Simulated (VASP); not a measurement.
# Sc2Hg (P6/mmm) in VASP: a series of runs

The runs below take Sc2Hg through single point, relaxation of cell and atoms, with PBE.

Everything below comes from runs of VASP 6.6.1. Logs are shortened: lines on timing, memory, paths and dates and some standing lists are left out, and cuts for length are marked.

## Step 1: The cell of the first run

It takes space group P6/mmm (No. 191, hexagonal). The conventional cell has a = 4.981 Å, b = 4.981 Å, c = 3.010 Å, α = 90.00°, β = 90.00°, γ = 120.00°. Sc (site symmetry -6m2) has 5 Sc at 2.88 to 3.01 Å and 6 Hg at 3.25 Å within 3.8 Å. Within 4.0 Å of Hg (site symmetry 6/mmm) lie 2 Hg at 3.01 Å and 12 Sc at 3.25 Å.

## Step 2: Single point, PBE

Contents of INCAR:

```
PREC = Accurate
ENCUT = 520
EDIFF = 1E-6
ISMEAR = 0
SIGMA = 0.1
LREAL = F
LASPH = T
NELM = 100
ALGO = Fast
ISIF = 2
LWAVE = F
LCHARG = T
GGA = PE
LELF = T
LVHAR = T
NBANDS = 24
```

Contents of KPOINTS:

```
regular mesh
0
Gamma
  12 12 14
```

Contents of POSCAR:

```
Sc2Hg
1.0
    4.9814579520      0.0000000000      0.0000000000
   -2.4907289760      4.3140691343      0.0000000000
    0.0000000000      0.0000000000      3.0097729221
Sc Hg
2 1
Direct
    0.3333333333      0.6666666667      0.5000000000
    0.6666666667      0.3333333333      0.5000000000
    0.0000000000      0.0000000000      0.0000000000
```

Potentials or basis: VASP PAW PBE potentials, release 64 (Sc_sv, Hg).

Command:

```bash
> cat potpaw_PBE.64/Sc_sv/POTCAR potpaw_PBE.64/Hg/POTCAR > POTCAR
> mpirun -np 1 vasp_std > vasp.out
```

OUTCAR:

```text
PREC = Accurate
   ENCUT = 520
   EDIFF = 1E-6
   ISMEAR = 0
   LREAL = F
   LASPH = T
   NELM = 100
   ISIF = 2
   GGA = PE

 ion  position               nearest neighbor table
   1  0.333  0.667  0.500-   2 2.88   2 2.88   2 2.88   3 3.25   3 3.25   3 3.25   3 3.25   3 3.25
                             3 3.25
   2  0.667  0.333  0.500-   1 2.88   1 2.88   1 2.88   3 3.25   3 3.25   3 3.25   3 3.25   3 3.25
                             3 3.25
   3  0.000  0.000  0.000-   1 3.25   2 3.25   1 3.25   2 3.25   1 3.25   1 3.25   2 3.25   2 3.25
                             2 3.25   2 3.25   1 3.25   1 3.25

  LATTYP: Found a hexagonal cell.
 ALAT       =     4.9814579520
 C/A-ratio  =     0.6041951877

  Lattice vectors:

 A1 = (   4.9814579520,   0.0000000000,   0.0000000000)
 A2 = (  -2.4907289760,   4.3140691343,   0.0000000000)
 A3 = (   0.0000000000,   0.0000000000,   3.0097729221)

Analysis of symmetry for initial positions (statically):
=====================================================================
 Subroutine PRICEL returns:
 Original cell was already a primitive cell.

 Routine SETGRP: Setting up the symmetry group for a
 hexagonal supercell.

 Subroutine GETGRP returns: Found 24 space group operations
 (whereof 24 operations were pure point group operations)
 out of a pool of 24 trial point group operations.

The static configuration has the point symmetry D_6h.

Analysis of symmetry for dynamics (positions and initial velocities):
=====================================================================
 Subroutine PRICEL returns:
 Original cell was already a primitive cell.

 Routine SETGRP: Setting up the symmetry group for a
 hexagonal supercell.

 Subroutine GETGRP returns: Found 24 space group operations
 (whereof 24 operations were pure point group operations)
 out of a pool of 24 trial point group operations.

The dynamic configuration has the point symmetry D_6h.

 Subroutine INISYM returns: Found 24 space group operations
 (whereof 24 operations are pure point group operations),
 and found     1 'primitive' translations

----------------------------------------------------------------------------------------

                                     Primitive cell

  volume of cell :      64.6811

  direct lattice vectors                    reciprocal lattice vectors
     4.981457952  0.000000000  0.000000000     0.200744443  0.115899858  0.000000000
    -2.490728976  4.314069134  0.000000000     0.000000000  0.231799716  0.000000000
     0.000000000  0.000000000  3.009772922     0.000000000  0.000000000  0.332250979

  length of vectors
     4.981457952  4.981457952  3.009772922     0.231799716  0.231799716  0.332250979

  position of ions in fractional coordinates (direct lattice)
     0.333333333  0.666666667  0.500000000
     0.666666667  0.333333333  0.500000000
     0.000000000  0.000000000  0.000000000

  ion indices of the primitive-cell ions
   primitive index   ion index
                 1           1
                 2           2
                 3           3

----------------------------------------------------------------------------------------

 KPOINTS: regular mesh

Automatic generation of k-mesh.
 Grid dimensions read from file:
 generate k-points for:   12   12   14

 Generating k-lattice:

  Cartesian coordinates                     Fractional coordinates (reciprocal lattice)
     0.016728704  0.009658321  0.000000000     0.083333333  0.000000000  0.000000000
     0.000000000  0.019316643  0.000000000     0.000000000  0.083333333  0.000000000
     0.000000000  0.000000000  0.023732213     0.000000000  0.000000000  0.071428571

  Length of vectors
     0.019316643  0.019316643  0.023732213

  Shift w.r.t. Gamma in fractional coordinates (k-lattice)
     0.000000000  0.000000000  0.000000000

 Subroutine IBZKPT returns following result:
 ===========================================

 Found    152 irreducible k-points:

 Following reciprocal coordinates:
            Coordinates               Weight
  0.000000  0.000000  0.000000      1.000000
  0.083333  0.000000  0.000000      6.000000
  0.166667  0.000000  0.000000      6.000000
  0.250000  0.000000  0.000000      6.000000
  0.333333  0.000000  0.000000      6.000000
  0.416667  0.000000  0.000000      6.000000
[... 16 lines left out ...]
  0.250000  0.000000  0.071429     12.000000
  0.333333  0.000000  0.071429     12.000000
 [... further k-points ...]
   k-points           NKPTS =    152   k-points in BZ     NKDIM =    152   number of bands    NBANDS=     24
   number of dos      NEDOS =    301   number of ions     NIONS =      3
   total plane-waves  NPLWV =  38400
   dimension x,y,z NGX =    40 NGY =   40 NGZ =   24
   dimension x,y,z NGXF=    80 NGYF=   80 NGZF=   48
   ions per type =               2   1
   NGX,Y,Z   is equivalent  to a cutoff of  13.35, 13.35, 13.26 a.u.
   NGXF,Y,Z  is equivalent  to a cutoff of  26.70, 26.70, 26.51 a.u.
 SYSTEM =  unknown system
   PREC   = accura    normal or accurate (medium, high low for compatibility)
   ISTART =      0    job   : 0-new  1-cont  2-samecut
   ICHARG =      2    charge: 1-file 2-atom 10-const
   ISPIN  =      1    spin polarized calculation?
   LNONCOLLINEAR =      F non collinear calculations
   LSORBIT =      F    spin-orbit coupling
   LASPH  =      T    aspherical Exc in radial PAW
   ENCUT  =  520.0 eV  38.22 Ry    6.18 a.u.   9.26  9.26  5.60*2*pi/ulx,y,z
   NELM   =    100;   NELMIN=  2; NELMDL= -5     # of ELM steps
   EDIFF  = 0.1E-05   stopping-criterion for ELM
   LREAL  =      F    real-space projection
   EDIFFG = 0.1E-04   stopping-criterion for IOM
   NSW    =      0    number of steps for IOM
   IBRION =     -1    ionic relax: 0-MD 1-quasi-New 2-CG
   NFREE  =      0    steps in history (QN), initial steepest desc. (CG)
   ISIF   =      2    stress and relaxation
   ISYM   =      2    0-nonsym 1-usesym 2-fastsym
   POTIM  = 0.5000    time-step for ionic-motion
   TEBEG  =    0.0;   TEEND  =   0.0 temperature during run
   PSTRESS=    0.0 pullay stress
   NELECT =      34.0000    total number of electrons
   NUPDOWN=      -1.0000    fix difference up-down
   EMIN   =  10.00;   EMAX   =-10.00  energy-range for DOS
   EFERMI =   0.00;   METHOD = LEGACY
   ISMEAR =     0;   SIGMA  =   0.10  broadening in eV -4-tet -1-fermi 0-gaus
   EFERMI_NEDOS =   21; number of points for ismear=-14 and -15
   IALGO  =     68    algorithm
   IMIX   =      4    mixing-type and parameters
     AMIX     =   0.40;   BMIX     =  1.00
     AMIX_MAG =   1.60;   BMIX_MAG =  1.00
  volume/ion in A,a.u.               =      21.56       145.50
  Fermi-wavevector in a.u.,A,eV,Ry     =   1.321221  2.496745 23.750658  1.745624
  Thomas-Fermi vector in A             =   2.450990
   LORBIT       =      0    0 simple, 1 ext, 2 COOP (PROOUT), +10 PAW based schemes
   GGA     = PE    functional components
   LHFCALC =     F    Hartree Fock is set to
   AEXX    =    0.0000 exact exchange contribution
   IVDW    =     0    specifies the selected vdW correction
   LEPSILON=     F    determine dielectric tensor
   LRPA    =     F    only Hartree local field effects (RPA)
 non-spin polarized calculation
 RMM-DIIS sequential band-by-band and
 Gauss-broadening in eV      SIGMA  =   0.10
  energy-cutoff  :      520.00
  volume of cell :       64.68
 maximum number of plane-waves:      1760
 NGX is ok and might be reduce to    40
   NGX = 19   NGY = 19   NGZ = 11

 number of electron      34.0000001 magnetization

 Free energy of the ion-electron system (eV)
  ---------------------------------------------------
  ext. energy  EPLUGINS =         0.00000000
  ---------------------------------------------------
  free energy    TOTEN  =       -12.73658572 eV

  energy without entropy =      -12.71792158  energy(sigma->0) =      -12.72725365

 E-fermi :   4.4355     XC(G=0): -10.7454

 val. band max:        4.4349483330   @ k =   0.2500   0.1667   0.1429
 cond. band min:       4.4496888634   @ k =   0.4167   0.0833   0.0000
 fundamental gap:      0.0147405304
 Fermi energy:         4.4354848424

 k-point     1 :       0.0000    0.0000    0.0000
  band No.  band energies     occupation
      1     -45.2996      2.00000
      2     -45.1684      2.00000
      3     -24.1499      2.00000
      4     -24.1499      2.00000
      5     -23.7146      2.00000
      6     -23.7146      2.00000
[... 16 lines left out ...]
     23       7.2228      0.00000
     24       7.9490      0.00000

 k-point     2 :       0.0833    0.0000    0.0000
  band No.  band energies     occupation
      1     -45.2976      2.00000
      2     -45.1704      2.00000
      3     -24.1527      2.00000
      4     -24.1446      2.00000
      5     -23.7204      2.00000
      6     -23.7116      2.00000
[... 16 lines left out ...]
     23       7.4691      0.00000
     24       7.9099      0.00000

 k-point     3 :       0.1667    0.0000    0.0000
  band No.  band energies     occupation
      1     -45.2919      2.00000
      2     -45.1763      2.00000
      3     -24.1602      2.00000
      4     -24.1294      2.00000
      5     -23.7367      2.00000
      6     -23.7036      2.00000
[... 16 lines left out ...]
     23       7.8089      0.00000
     24       8.0738      0.00000

 k-point     4 :       0.2500    0.0000    0.0000
  band No.  band energies     occupation
      1     -45.2830      2.00000
      2     -45.1853      2.00000
      3     -24.1701      2.00000
      4     -24.1068      2.00000
      5     -23.7610      2.00000
      6     -23.6931      2.00000
[... 16 lines left out ...]
     23       7.7080      0.00000
     24       8.2224      0.00000

 k-point     5 :       0.3333    0.0000    0.0000
  band No.  band energies     occupation
      1     -45.2720      2.00000
      2     -45.1964      2.00000
      3     -24.1796      2.00000
      4     -24.0810      2.00000
      5     -23.7883      2.00000
      6     -23.6830      2.00000
[... 16 lines left out ...]
     23       7.6639      0.00000
     24       7.7535      0.00000

 k-point     6 :       0.4167    0.0000    0.0000
  band No.  band energies     occupation
      1     -45.2613      2.00000
      2     -45.2072      2.00000
      3     -24.1863      2.00000
      4     -24.0590      2.00000
      5     -23.8115      2.00000
      6     -23.6758      2.00000
[... 16 lines left out ...]
     23       7.4539      0.00000
     24       7.6712      0.00000
[... 379 lines left out ...]
 k-point    21 :       0.0833    0.0000    0.0714
  band No.  band energies     occupation
      1     -45.2950      2.00000
      2     -45.1680      2.00000
      3     -24.1498      2.00000
      4     -24.1416      2.00000
      5     -23.7183      2.00000
      6     -23.7095      2.00000
[... 16 lines left out ...]
     23       7.4754      0.00000
     24       7.8030      0.00000

 k-point    22 :       0.1667    0.0000    0.0714
  band No.  band energies     occupation
      1     -45.2893      2.00000
      2     -45.1738      2.00000
      3     -24.1573      2.00000
      4     -24.1265      2.00000
      5     -23.7347      2.00000
      6     -23.7015      2.00000
[... 16 lines left out ...]
     23       7.7187      0.00000
     24       8.0625      0.00000

 k-point    23 :       0.2500    0.0000    0.0714
  band No.  band energies     occupation
      1     -45.2804      2.00000
      2     -45.1828      2.00000
      3     -24.1671      2.00000
      4     -24.1039      2.00000
      5     -23.7588      2.00000
      6     -23.6910      2.00000
[... 16 lines left out ...]
     23       7.6102      0.00000
     24       7.9740      0.00000

 k-point    24 :       0.3333    0.0000    0.0714
  band No.  band energies     occupation
      1     -45.2695      2.00000
      2     -45.1939      2.00000
      3     -24.1766      2.00000
      4     -24.0782      2.00000
      5     -23.7862      2.00000
      6     -23.6810      2.00000
[... 16 lines left out ...]
     23       7.5477      0.00000
     24       7.8534      0.00000

 [... further k-points ...]

------------------------ aborting loop because EDIFF is reached ----------------------------------------

  FORCE on cell =-STRESS in cart. coord.  units (eV):
  Direction    XX          YY          ZZ          XY          YZ          ZX
  --------------------------------------------------------------------------------------
  -------------------------------------------------------------------------------------
  Total        0.0605625      0.0605625      0.0901741      0.0000000     -0.0000000      0.0000000
  in kB        1.5001583      1.5001583      2.2336506      0.0000000     -0.0000000      0.0000000
  external PRESSURE =       1.7446557 kB  Pullay stress =       0.0000000 kB

 VOLUME and BASIS-vectors are now :
 -----------------------------------------------------------------------------
  energy-cutoff  :      520.00
  volume of cell :       64.68
      direct lattice vectors                 reciprocal lattice vectors
     4.981457952  0.000000000  0.000000000     0.200744443  0.115899858  0.000000000
    -2.490728976  4.314069134  0.000000000     0.000000000  0.231799716  0.000000000
     0.000000000  0.000000000  3.009772922     0.000000000  0.000000000  0.332250979

 POSITION                                       TOTAL-FORCE (eV/Angst)
 -----------------------------------------------------------------------------------
     -0.00000      2.87605      1.50489        -0.000000      0.000000      0.000000
      2.49073      1.43802      1.50489         0.000000      0.000000     -0.000000
      0.00000      0.00000      0.00000        -0.000000      0.000000      0.000000
 -----------------------------------------------------------------------------------
    total drift:                                0.000000      0.000000      0.000000

  FREE ENERGIE OF THE ION-ELECTRON SYSTEM (eV)
  ---------------------------------------------------
  free  energy   TOTEN  =       -12.7365857185 eV

  energy  without entropy=      -12.7179215775  energy(sigma->0) =      -12.72725365
```

It took 1.7 min on 1 thread of Intel Xeon 6975P-C (Granite Rapids), shared host; peak memory 0.35 GiB.

What came out:

| Quantity | Value |
| --- | --- |
| Free energy | -12.7366 eV |
| Pressure | 0.2 GPa |
| Band gap on the k mesh | zero (bands 17 and 18 overlap by 0.41 eV) |

Levels at points of the mesh, in eV from the Fermi level:
| k point | band 13 | band 14 | band 15 | band 16 | band 17 | band 18 | band 19 | band 20 | band 21 | band 22 |
| --- | --- | --- | --- | --- | --- | --- | --- | --- | --- | --- |
| (0.00, 0.00, 0.00) | -6.58 | -6.58 | -1.25 | -1.25 | -0.54 | 0.19 | 0.59 | 0.59 | 2.34 | 2.34 |
| (0.50, 0.00, 0.00) | -6.58 | -6.17 | -3.92 | -0.76 | -0.66 | 0.02 | 0.10 | 0.33 | 2.28 | 2.38 |
| (0.00, 0.00, 0.50) | -6.59 | -2.86 | -2.67 | -0.22 | -0.22 | 0.77 | 0.77 | 1.48 | 1.48 | 1.77 |
| (0.50, 0.00, 0.50) | -6.54 | -2.82 | -1.60 | -1.45 | -0.99 | 0.49 | 0.58 | 0.77 | 2.28 | 2.61 |

Caveat: spin-orbit coupling is left out, which moves the levels of the heavy elements.

## Step 3: Relaxation of cell and atoms, PBE

This run uses another cell than the first one, of 21.46 Å³/atom.

Contents of INCAR:

```
PREC = Accurate
ENCUT = 600
EDIFF = 1E-7
ISMEAR = 0
SIGMA = 0.1
LREAL = F
LASPH = T
NELM = 60
ALGO = Fast
ISIF = 3
LWAVE = F
LCHARG = F
GGA = PE
IBRION = 2
NSW = 100
EDIFFG = -0.01
```

Contents of KPOINTS:

```
Automatic mesh
0
Gamma
  12 12 14
```

Contents of POSCAR:

```
Sc2Hg
1.0
    4.8905595587      0.0000000000      0.0000000000
   -2.4452797793      4.2353488167      0.0000000000
    0.0000000000      0.0000000000      3.1088824979
Sc Hg
2 1
Direct
    0.3333333333      0.6666666667      0.5000000000
    0.6666666667      0.3333333333      0.5000000000
    0.0000000000      0.0000000000      0.0000000000
```

Potentials or basis: VASP PAW PBE potentials, release 64 (Sc_sv, Hg).

Command:

```bash
> cat potpaw_PBE.64/Sc_sv/POTCAR potpaw_PBE.64/Hg/POTCAR > POTCAR
> mpirun -np 1 vasp_std > vasp.out
```

Wall time 7.3 min (1 thread of Intel Xeon 6975P-C (Granite Rapids), shared host); peak memory 0.41 GiB.

It converged, with:

```
Free energy                           : -12.7370 eV
Relaxed volume                        : 21.65 Å³/atom
Relaxed cell                          : a = 4.988 Å, b = 4.988 Å, c = 3.015 Å, α = 90.00°, β = 90.00°, γ = 120.00°
Space group after relaxing (to 0.1 Å) : P6/mmm (No. 191)
Energy gained by relaxing             : 11.7 meV/atom
Ionic steps                           : 5
Pressure after relaxing               : 0.0 GPa
Band gap on the k mesh                : zero (bands 17 and 18 overlap by 0.40 eV)
```

The path:
```tsv
step	energy change (eV)	largest force (eV/Å)	pressure (GPa)	volume (Å³)
1	0.0000	0.0000	0.22	64.39
2	-0.0300	0.0000	0.12	64.65
3	-0.0350	0.0000	0.13	64.78
4	-0.0350	0.0000	0.13	64.77
5	-0.0351	0.0000	-0.05	64.96
```

Final structure:
```yaml
crystal:
  lattice:
    - [4.98755, 0.00000, 0.00000]
    - [-2.49377, 4.31934, 0.00000]
    - [0.00000, 0.00000, 3.01540]
  atoms:
    - { symbol: Sc, position: [0.33333, 0.66667, 0.50000] }
    - { symbol: Sc, position: [0.66667, 0.33333, 0.50000] }
    - { symbol: Hg, position: [0.00000, 0.00000, 0.00000] }
```

Levels at points of the mesh, in eV from the Fermi level:
```tsv
k point	band 14	band 15	band 16	band 17	band 18	band 19	band 20	band 21
(0.00, 0.00, 0.00)	-6.57	-1.24	-1.24	-0.53	0.19	0.58	0.58	2.32
(0.50, 0.00, 0.00)	-6.16	-3.91	-0.76	-0.66	0.03	0.10	0.33	2.27
(0.00, 0.00, 0.50)	-2.85	-2.68	-0.22	-0.22	0.77	0.77	1.47	1.47
(0.50, 0.00, 0.50)	-2.83	-1.59	-1.44	-0.98	0.48	0.57	0.77	2.27
```

Caveat: spin-orbit coupling is left out, which moves the levels of the heavy elements.
